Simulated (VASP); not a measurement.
# Rh in VASP: relaxation of the atoms with PBEsol

Aim: the relaxation of the atoms of Rh with PBEsol.

Everything below comes from runs of VASP 6.6.1. Logs are shortened: lines on timing, memory, paths and dates and some standing lists are left out, and cuts for length are marked.

### Step 1. The cell of the first run

The cell holds a slab with vacuum, 2 atoms: a = 2.688 Å, b = 4.337 Å, c = 16.776 Å, α = 90.00°, β = 90.00°, γ = 90.00°.

### Step 2. Relaxation of the atoms, PBEsol

Input file INCAR:

```
SYSTEM = Rh
PREC = Accurate ; ENCUT = 520
EDIFF = 1E-7 ; ISMEAR = -1
SIGMA = 0.08 ; LREAL = .FALSE.
LASPH = .TRUE. ; NELM = 60
ALGO = Normal ; ISIF = 2
LWAVE = .FALSE. ; LCHARG = .FALSE.
LDIPOL = .TRUE. ; IDIPOL = 3
DIPOL = 0.5 0.5 0.500 ; GGA = PS
IBRION = 2 ; NSW = 60
EDIFFG = -0.01 ; KPAR = 4
```

Input file KPOINTS:

```
regular mesh
0
G
  15 10 1
  0 0 0
```

Input file POSCAR:

```
Rh
1.0
    2.6876835183      0.0000000000      0.0000000000
    0.0000000000      4.3368190148      0.0000000000
    0.0000000000      0.0000000000     16.7759000000
Rh
2
Direct
    0.7500000000      0.7500000000      0.4768755358
    0.2500000000      0.2500000000      0.5231244642
```

Potentials or basis: VASP PAW PBE potentials, release 64 (Rh_pv).

Launch:

```console
> cat potpaw_PBE.64/Rh_pv/POTCAR > POTCAR
> mpirun -np 4 vasp_std > vasp.out
```

OUTCAR:

```text
SYSTEM = Rh
   PREC = Accurate
   ENCUT = 520
   EDIFF = 1E-7
   ISMEAR = -1
   LREAL = .FALSE.
   LASPH = .TRUE.
   NELM = 60
   ISIF = 2
   GGA = PS
   IBRION = 2
   NSW = 60
   EDIFFG = -0.01

 ion  position               nearest neighbor table
   1  0.750  0.750  0.477-   2 2.67   2 2.67   2 2.67   2 2.67
   2  0.250  0.250  0.523-   1 2.67   1 2.67   1 2.67   1 2.67

  LATTYP: Found a simple orthorhombic cell.
 ALAT       =     2.6876835183
 B/A-ratio  =     1.6135899131
 C/A-ratio  =     6.2417691241

  Lattice vectors:

 A1 = (   2.6876835183,   0.0000000000,   0.0000000000)
 A2 = (   0.0000000000,   4.3368190148,   0.0000000000)
 A3 = (   0.0000000000,   0.0000000000,  16.7759000000)

Analysis of symmetry for initial positions (statically):
=====================================================================
 Subroutine PRICEL returns:
 Original cell was already a primitive cell.

 Routine SETGRP: Setting up the symmetry group for a
 simple orthorhombic supercell.

 Subroutine GETGRP returns: Found  8 space group operations
 (whereof  2 operations were pure point group operations)
 out of a pool of  8 trial point group operations.

The static configuration has the point symmetry S_2 .
 The point group associated with its full space group is D_2h.

Analysis of symmetry for dynamics (positions and initial velocities):
=====================================================================
 Subroutine PRICEL returns:
 Original cell was already a primitive cell.

 Routine SETGRP: Setting up the symmetry group for a
 simple orthorhombic supercell.

 Subroutine GETGRP returns: Found  8 space group operations
 (whereof  2 operations were pure point group operations)
 out of a pool of  8 trial point group operations.

The dynamic configuration has the point symmetry S_2 .
 The point group associated with its full space group is D_2h.

 Subroutine INISYM returns: Found  8 space group operations
 (whereof  2 operations are pure point group operations),
 and found     1 'primitive' translations

----------------------------------------------------------------------------------------

                                     Primitive cell

  volume of cell :     195.5398

  direct lattice vectors                    reciprocal lattice vectors
     2.687683518  0.000000000  0.000000000     0.372067616  0.000000000  0.000000000
     0.000000000  4.336819015  0.000000000     0.000000000  0.230583752  0.000000000
     0.000000000  0.000000000 16.775900000     0.000000000  0.000000000  0.059609321

  length of vectors
     2.687683518  4.336819015 16.775900000     0.372067616  0.230583752  0.059609321

  position of ions in fractional coordinates (direct lattice)
     0.750000000  0.750000000  0.476875536
     0.250000000  0.250000000  0.523124464

  ion indices of the primitive-cell ions
   primitive index   ion index
                 1           1
                 2           2

----------------------------------------------------------------------------------------

 KPOINTS: regular mesh

Automatic generation of k-mesh.
 Grid dimensions read from file:
 generate k-points for:   15   10    1

 Generating k-lattice:

  Cartesian coordinates                     Fractional coordinates (reciprocal lattice)
     0.024804508  0.000000000  0.000000000     0.066666667  0.000000000  0.000000000
     0.000000000  0.023058375  0.000000000     0.000000000  0.100000000  0.000000000
     0.000000000  0.000000000  0.059609321     0.000000000  0.000000000  1.000000000

  Length of vectors
     0.024804508  0.023058375  0.059609321

  Shift w.r.t. Gamma in fractional coordinates (k-lattice)
     0.000000000  0.000000000  0.000000000

 Subroutine IBZKPT returns following result:
 ===========================================

 Found     48 irreducible k-points:

 Following reciprocal coordinates:
            Coordinates               Weight
  0.000000  0.000000  0.000000      1.000000
  0.066667  0.000000  0.000000      2.000000
  0.133333  0.000000  0.000000      2.000000
  0.200000  0.000000  0.000000      2.000000
  0.266667  0.000000  0.000000      2.000000
  0.333333  0.000000  0.000000      2.000000
[... 16 lines left out ...]
  0.400000  0.200000  0.000000      4.000000
  0.466667  0.200000  0.000000      4.000000
 [... further k-points ...]
   k-points           NKPTS =     48   k-points in BZ     NKDIM =     48   number of bands    NBANDS=     19
   number of dos      NEDOS =    301   number of ions     NIONS =      2
   total plane-waves  NPLWV =  80640
   dimension x,y,z NGX =    20 NGY =   32 NGZ =  126
   dimension x,y,z NGXF=    40 NGYF=   64 NGZF=  252
   ions per type =               2
   NGX,Y,Z   is equivalent  to a cutoff of  12.37, 12.27, 12.49 a.u.
   NGXF,Y,Z  is equivalent  to a cutoff of  24.74, 24.53, 24.97 a.u.
 SYSTEM =  Rh
   PREC   = accura    normal or accurate (medium, high low for compatibility)
   ISTART =      0    job   : 0-new  1-cont  2-samecut
   ICHARG =      2    charge: 1-file 2-atom 10-const
   ISPIN  =      1    spin polarized calculation?
   LNONCOLLINEAR =      F non collinear calculations
   LSORBIT =      F    spin-orbit coupling
   LASPH  =      T    aspherical Exc in radial PAW
   ENCUT  =  520.0 eV  38.22 Ry    6.18 a.u.   5.00  8.06 31.19*2*pi/ulx,y,z
   NELM   =     60;   NELMIN=  2; NELMDL= -5     # of ELM steps
   EDIFF  = 0.1E-06   stopping-criterion for ELM
   LREAL  =      F    real-space projection
   EDIFFG = -.1E-01   stopping-criterion for IOM
   NSW    =     60    number of steps for IOM
   IBRION =      2    ionic relax: 0-MD 1-quasi-New 2-CG
   NFREE  =      1    steps in history (QN), initial steepest desc. (CG)
   ISIF   =      2    stress and relaxation
   ISYM   =      2    0-nonsym 1-usesym 2-fastsym
   POTIM  = 0.5000    time-step for ionic-motion
   TEBEG  =    0.0;   TEEND  =   0.0 temperature during run
   PSTRESS=    0.0 pullay stress
   NELECT =      30.0000    total number of electrons
   NUPDOWN=      -1.0000    fix difference up-down
   EMIN   =  10.00;   EMAX   =-10.00  energy-range for DOS
   EFERMI =   0.00;   METHOD = LEGACY
   ISMEAR =    -1;   SIGMA  =   0.08  broadening in eV -4-tet -1-fermi 0-gaus
   EFERMI_NEDOS =   21; number of points for ismear=-14 and -15
   IALGO  =     38    algorithm
   IMIX   =      4    mixing-type and parameters
     AMIX     =   0.40;   BMIX     =  1.00
     AMIX_MAG =   1.60;   BMIX_MAG =  1.00
  volume/ion in A,a.u.               =      97.77       659.78
  Fermi-wavevector in a.u.,A,eV,Ry     =   0.876402  1.656160 10.450376  0.768081
  Thomas-Fermi vector in A             =   1.996207
   LORBIT       =      0    0 simple, 1 ext, 2 COOP (PROOUT), +10 PAW based schemes
   GGA     = PS    functional components
   LHFCALC =     F    Hartree Fock is set to
   AEXX    =    0.0000 exact exchange contribution
   IVDW    =     0    specifies the selected vdW correction
   LEPSILON=     F    determine dielectric tensor
   LRPA    =     F    only Hartree local field effects (RPA)
 conjugate gradient relaxation of ions
 non-spin polarized calculation
  energy-cutoff  :      520.00
  volume of cell :      195.54
 maximum number of plane-waves:      5316
 NGX is ok and might be reduce to    20
   NGX =  9   NGY = 17   NGZ = 63

 dipolmoment           0.000000      0.000000      0.000000 electrons x Angstroem

--------------------------------------- Ionic step        1  -------------------------------------------

 number of electron      30.0000009 magnetization

 Free energy of the ion-electron system (eV)
  ---------------------------------------------------
  ext. energy  EPLUGINS =         0.00000000
  ---------------------------------------------------
  free energy    TOTEN  =       -12.51463324 eV

  energy without entropy =      -12.39430110  energy(sigma->0) =      -12.45446717

------------------------ aborting loop because EDIFF is reached ----------------------------------------

  FORCE on cell =-STRESS in cart. coord.  units (eV):
  Direction    XX          YY          ZZ          XY          YZ          ZX
  --------------------------------------------------------------------------------------
  -------------------------------------------------------------------------------------
  Total       -6.5833175     -8.6569429     -0.3027128     -0.0000000      0.0000000      0.0000000
  in kB      -53.9411409    -70.9316200     -2.4803111     -0.0000000      0.0000000      0.0000000
  external PRESSURE =     -42.4510240 kB  Pullay stress =       0.0000000 kB
[... 57 lines left out ...]
  energy  without entropy=      -12.3989537943  energy(sigma->0) =      -12.46173050

--------------------------------------- Ionic step        3  -------------------------------------------

 number of electron      30.0000010 magnetization

 dipolmoment           0.000000      0.000000     -0.000000 electrons x Angstroem

 Free energy of the ion-electron system (eV)
  ---------------------------------------------------
  ext. energy  EPLUGINS =         0.00000000
  ---------------------------------------------------
  free energy    TOTEN  =       -12.52890667 eV

  energy without entropy =      -12.39610209  energy(sigma->0) =      -12.46250438

 E-fermi :  -3.3433     XC(G=0):  -3.1004

 val. band max:       -3.3571770429   @ k =   0.0000   0.2000   0.0000
 cond. band min:      -3.3417654814   @ k =   0.4667   0.0000   0.0000
 fundamental gap:      0.0154115615
 Fermi energy:        -3.3433118174

 k-point     1 :       0.0000    0.0000    0.0000
  band No.  band energies     occupation
      1     -49.6683      2.00000
      2     -49.1839      2.00000
      3     -49.0930      2.00000
      4     -49.0183      2.00000
      5     -48.8262      2.00000
      6     -48.8052      2.00000
[... 11 lines left out ...]
     18      -1.7111      0.00000
     19       1.3307      0.00000
[... 489 lines left out ...]
      3     -49.2970      2.00000
      4     -49.2553      2.00000
      5     -48.7735      2.00000
      6     -48.7720      2.00000
[... 11 lines left out ...]
     18       1.5747      0.00000
     19       4.1885      0.00000

 [... further k-points ...]

------------------------ aborting loop because EDIFF is reached ----------------------------------------

 vacuum level on the upper side and lower side of the slab       (xc-potential included)        -0.005        -0.005

  FORCE on cell =-STRESS in cart. coord.  units (eV):
  Direction    XX          YY          ZZ          XY          YZ          ZX
  --------------------------------------------------------------------------------------
  -------------------------------------------------------------------------------------
  Total       -6.3570829     -7.9064164     -0.0260714      0.0000000      0.0000000      0.0000000
  in kB      -52.0874626    -64.7820979     -0.2136186      0.0000000      0.0000000      0.0000000
  external PRESSURE =     -39.0277264 kB  Pullay stress =       0.0000000 kB

 VOLUME and BASIS-vectors are now :
 -----------------------------------------------------------------------------
  energy-cutoff  :      520.00
  volume of cell :      195.54
      direct lattice vectors                 reciprocal lattice vectors
     2.687683518  0.000000000  0.000000000     0.372067616  0.000000000  0.000000000
     0.000000000  4.336819015  0.000000000     0.000000000  0.230583752  0.000000000
     0.000000000  0.000000000 16.775900000     0.000000000  0.000000000  0.059609321
[... 8 lines left out ...]
  FREE ENERGIE OF THE ION-ELECTRON SYSTEM (eV)
  ---------------------------------------------------
  free  energy   TOTEN  =       -12.5289066651 eV

  energy  without entropy=      -12.3961020868  energy(sigma->0) =      -12.46250438

 reached required accuracy - stopping structural energy minimisation

 vacuum level on the upper side and lower side of the slab         2.441         2.441
```

Wall time 1.9 min (4 MPI ranks of Intel Xeon Platinum 8375C at 2.90GHz (Ice Lake), shared host); peak memory 0.36 GiB.

Results:

* Free energy: -12.5289 eV
* Energy gained by relaxing: 7.1 meV/atom
* Ionic steps: 3
* Largest force after relaxing: 0.009 eV/Å
* Band gap on the k mesh: zero (bands 15 and 16 overlap by 1.22 eV)

Forces on the atoms (eV/Å):
```
Rh   0.000  0.000  0.009
Rh   0.000  0.000 -0.009
```

The path:
| step | energy change (eV) | largest force (eV/Å) | pressure (GPa) |
| --- | --- | --- | --- |
| 1 | 0.0000 | 0.3657 | -4.25 |
| 2 | -0.0099 | 0.1959 | -4.10 |
| 3 | -0.0143 | 0.0087 | -3.90 |

Final structure:
```cif
data_structure
_symmetry_space_group_name_H-M 'P 1'
_symmetry_Int_Tables_number 1
_cell_length_a 2.6877
_cell_length_b 4.3368
_cell_length_c 16.7759
_cell_angle_alpha 90.000
_cell_angle_beta 90.000
_cell_angle_gamma 90.000
_cell_volume 195.54
loop_
_atom_site_label
_atom_site_type_symbol
_atom_site_fract_x
_atom_site_fract_y
_atom_site_fract_z
_atom_site_occupancy
Rh1 Rh 0.75000 0.75000 0.47924 1
Rh2 Rh 0.25000 0.25000 0.52076 1
```

Caveat: the PAW data sets were made with another functional, which shifts forces and pressure a little.
